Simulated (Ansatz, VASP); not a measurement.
**One calculation of Al3H, two programs**

```
CELL_PARAMETERS angstrom
-0.41452 -0.30403 -2.76769
2.27655 -3.98779 -0.07761
-7.59120 -4.44199 -1.24667
ATOMIC_POSITIONS crystal
Al 0.18042 0.51060 0.82389
Al 0.17022 0.98883 0.32450
Al 0.81912 0.99331 0.67643
Al 0.82997 0.50725 0.17585
Al 0.52898 0.09354 0.99950
Al 0.47261 0.40648 0.49908
H 0.98222 0.71203 0.50058
H 0.01646 0.78798 0.00017
```

Change from the starting cell: cell x2, atoms moved at random (sigma 0.15 Å) and cell strained at random (1.5 %), then relaxed without symmetry.

Alike in both runs: functional PBE; k mesh 6 × 6 × 4; occupations gaussian, width 0.2 eV; no spin polarisation.

Ansatz relaxed the structure, and its values are those at the end. VASP's run is a single point on that final structure, the one shown.

|  | VASP | Ansatz |
| --- | --- | --- |
| version | VASP 6.6.1 | Ansatz 0.2.0 |
| potentials or method | VASP PAW PBE potentials, release 64 (Al, H), cutoff 520 eV | scalar-relativistic, plane waves, PAW |
| valence electrons in the cell | 20 | 20 |

Ansatz gave:

- gap on the k mesh at the Fermi level (eV): none
- pressure (GPa): 0.0
- rms of the force components (eV/Å): 0.009

**Question.** Estimate VASP's values.

**Answer.** gap on the k mesh at the Fermi level (eV): none; pressure (GPa): -0.1; rms of the force components (eV/Å): 0.009.

A gap of «none» marks a metal or a gap that the smearing closes. With one functional, cell and mesh, what is left measures potentials, basis and numerics.

The k mesh is coarse, so the values compare programs but aren't converged.
